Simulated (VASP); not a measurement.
# KZnF3 (Pm-3m) in VASP: further runs, part 3 of 3

VASP 6.6.1.

## (5) Relaxation of cell and atoms, LDA

This run uses another cell than the first one, of 14.06 Å³/atom, 1.062 times its volume.

The input, INCAR:

```
SYSTEM = KZnF3
PREC = Accurate
ENCUT = 600
EDIFF = 1E-6
ISMEAR = -1
SIGMA = 0.02
LREAL = .FALSE.
LASPH = .TRUE.
NELM = 60
ALGO = Normal
ISIF = 3
LWAVE = .FALSE.
LCHARG = .FALSE.
IBRION = 2
NSW = 80
EDIFFG = -0.005
```

The input, KPOINTS:

```
regular mesh
0
G
  6 6 6
  0 0 0
```

The input, POSCAR:

```
KZnF3
1.0
    4.1275598744      0.0000000000      0.0000000000
    0.0000000000      4.1275598744      0.0000000000
    0.0000000000      0.0000000000      4.1275598744
K Zn F
1 1 3
Direct
    0.0000000000      0.0000000000      0.0000000000
    0.5000000000      0.5000000000      0.5000000000
    0.5000000000      0.5000000000      0.0000000000
    0.0000000000      0.5000000000      0.5000000000
    0.5000000000      0.0000000000      0.5000000000
```

Potentials or basis: VASP PAW LDA potentials, release 64 (K_sv, Zn, F).

Launch:

```bash
> cat potpaw_LDA.64/K_sv/POTCAR potpaw_LDA.64/Zn/POTCAR potpaw_LDA.64/F/POTCAR > POTCAR
> mpirun -np 1 vasp_std > vasp.out
```

OUTCAR:

```text
SYSTEM = KZnF3
   PREC = Accurate
   ENCUT = 600
   EDIFF = 1E-6
   ISMEAR = -1
   LREAL = .FALSE.
   LASPH = .TRUE.
   NELM = 60
   ISIF = 3
   IBRION = 2
   NSW = 80
   EDIFFG = -0.005

 ion  position               nearest neighbor table
   1  0.000  0.000  0.000-
   2  0.500  0.500  0.500-   3 2.06   4 2.06   5 2.06   3 2.06   5 2.06   4 2.06
   3  0.500  0.500  0.000-   2 2.06   2 2.06
   4  0.000  0.500  0.500-   2 2.06   2 2.06
   5  0.500  0.000  0.500-   2 2.06   2 2.06

  LATTYP: Found a simple cubic cell.
 ALAT       =     4.1275598744

  Lattice vectors:
[... 184 lines left out ...]

  FORCE on cell =-STRESS in cart. coord.  units (eV):
  Direction    XX          YY          ZZ          XY          YZ          ZX
  --------------------------------------------------------------------------------------
  -------------------------------------------------------------------------------------
  Total       -3.5701056     -3.5701056     -3.5701056      0.0000000     -0.0000000      0.0000000
  in kB      -81.3413737    -81.3413737    -81.3413737      0.0000000     -0.0000000      0.0000000
  external PRESSURE =     -81.3413737 kB  Pullay stress =       0.0000000 kB
[... 65 lines left out ...]
--------------------------------------- Ionic step        3  -------------------------------------------

 number of electron      42.0000018 magnetization

 Free energy of the ion-electron system (eV)
  ---------------------------------------------------
  ext. energy  EPLUGINS =         0.00000000
  ---------------------------------------------------
  free energy    TOTEN  =       -23.13265606 eV

  energy without entropy =      -23.13265606  energy(sigma->0) =      -23.13265606

 E-fermi :  -0.1033     XC(G=0): -10.8787

 val. band max:       -0.6265869665   @ k =   0.5000   0.5000   0.5000
 cond. band min:       3.1141429043   @ k =   0.0000   0.0000   0.0000
 fundamental gap:      3.7407298707
 Fermi energy:        -0.1032974536

 k-point     1 :       0.0000    0.0000    0.0000
  band No.  band energies     occupation
      1     -27.3647      2.00000
      2     -22.2635      2.00000
      3     -21.5170      2.00000
      4     -21.5170      2.00000
      5     -11.1109      2.00000
      6     -11.1109      2.00000
[... 581 lines left out ...]
  FREE ENERGIE OF THE ION-ELECTRON SYSTEM (eV)
  ---------------------------------------------------
  free  energy   TOTEN  =       -23.1326560617 eV

  energy  without entropy=      -23.1326560617  energy(sigma->0) =      -23.13265606

 reached required accuracy - stopping structural energy minimisation
```

CONTCAR:

```text
KZnF3
   1.00000000000000
     3.9780193482828685    0.0000000000000000    0.0000000000000000
     0.0000000000000000    3.9780193482828685    0.0000000000000000
    -0.0000000000000000   -0.0000000000000000    3.9780193482828685
  K               Zn              F
     1     1     3
Direct
     0.0000000000000000    0.0000000000000000    0.0000000000000000
     0.5000000000000000    0.5000000000000000    0.5000000000000000
     0.5000000000000000    0.5000000000000000    0.0000000000000000
     0.0000000000000000    0.5000000000000000    0.5000000000000000
     0.5000000000000000    0.0000000000000000    0.5000000000000000

  0.00000000E+00  0.00000000E+00  0.00000000E+00
  0.00000000E+00  0.00000000E+00  0.00000000E+00
  0.00000000E+00  0.00000000E+00  0.00000000E+00
  0.00000000E+00  0.00000000E+00  0.00000000E+00
  0.00000000E+00  0.00000000E+00  0.00000000E+00
```

Wall time 94 s (1 thread of Intel Xeon 6975P-C, shared host); peak memory 0.21 GiB.

Results:

```yaml
Free_energy: -23.1327 eV
Relaxed_volume: 12.59 Å³/atom
Relaxed_cell: a = 3.978 Å, b = 3.978 Å, c = 3.978 Å, α = 90.00°, β = 90.00°, γ = 90.00°
Space_group_after_relaxing_to_0.05_Å: Pm-3m (No. 221)
Energy_gained_by_relaxing: 41.8 meV/atom
Ionic_steps: 3
Pressure_after_relaxing: 0.0 GPa
Band_gap_on_the_k_mesh: 3.74 eV, indirect (least direct gap 5.86 eV)
```

The path:
| step | energy change (eV) | largest force (eV/Å) | pressure (GPa) | volume (Å³) |
| --- | --- | --- | --- | --- |
| 1 | 0.0000 | 0.0000 | -8.13 | 70.32 |
| 2 | -0.2085 | 0.0000 | -0.54 | 63.30 |
| 3 | -0.2091 | 0.0000 | 0.02 | 62.95 |

Final structure:
```yaml
crystal:
  lattice:
    - [3.97802, 0.00000, 0.00000]
    - [0.00000, 3.97802, 0.00000]
    - [0.00000, 0.00000, 3.97802]
  atoms:
    - { symbol: K, position: [0.00000, 0.00000, 0.00000] }
    - { symbol: Zn, position: [0.50000, 0.50000, 0.50000] }
    - { symbol: F, position: [0.50000, 0.50000, 0.00000] }
    - { symbol: F, position: [0.00000, 0.50000, 0.50000] }
    - { symbol: F, position: [0.50000, 0.00000, 0.50000] }
```

Levels at points of the mesh, in eV from the valence-band top:
```
           k point  band 18  band 19  band 20  band 21  band 22  band 23  band 24  band 25
(0.00, 0.00, 0.00)    -2.38    -2.12    -2.12    -2.12     3.74     8.23     8.23     9.19
(0.50, 0.00, 0.00)    -2.33    -1.89    -1.89    -1.66     6.68     8.08     9.29    10.92
(0.50, 0.50, 0.00)    -2.00    -2.00    -1.76     0.00     8.09     9.88    10.07    10.07
(0.50, 0.50, 0.50)    -1.73    -1.73     0.00     0.00     8.14     8.14     8.14    10.48
```

Caveat: the volume moved by -10 % from the deposited cell, more than functionals usually miss.

## (6) The runs side by side

```csv
task,level,potentials or basis,cell,cutoff (eV),smearing,gap on the mesh (eV),pressure (GPa),relaxed volume (Å³/atom)
single point,r2SCAN,"VASP PAW PBE potentials, release 64 (K_sv, Zn, F)","a = 4.046 Å, 5 atoms",520,gaussian 0.01 eV,4.59,0.3,-
relaxation of cell and atoms,PBE,"VASP PAW PBE potentials, release 64 (K_sv, Zn, F)","relaxed from a = 4.050 Å, 5 atoms",600,fermi-dirac 0.02 eV,3.64,0.0,14.10
relaxation of cell and atoms,PBEsol,"VASP PAW PBE potentials, release 64 (K_sv, Zn, F)","relaxed from a = 4.128 Å, 5 atoms",600,fermi-dirac 0.02 eV,3.63,0.0,13.35
relaxation of cell and atoms,LDA,"VASP PAW LDA potentials, release 64 (K_sv, Zn, F)","relaxed from a = 4.128 Å, 5 atoms",600,fermi-dirac 0.02 eV,3.74,0.0,12.59
```

Alike in all rows: no spin polarisation; k mesh 6 × 6 × 6.

Caveats: the PAW data sets were made with another functional, which shifts forces and pressure a little (some runs); the volume moved by -10 % from the deposited cell, more than functionals usually miss (some runs).

Absolute energies hang on the potentials; compare differences alone.
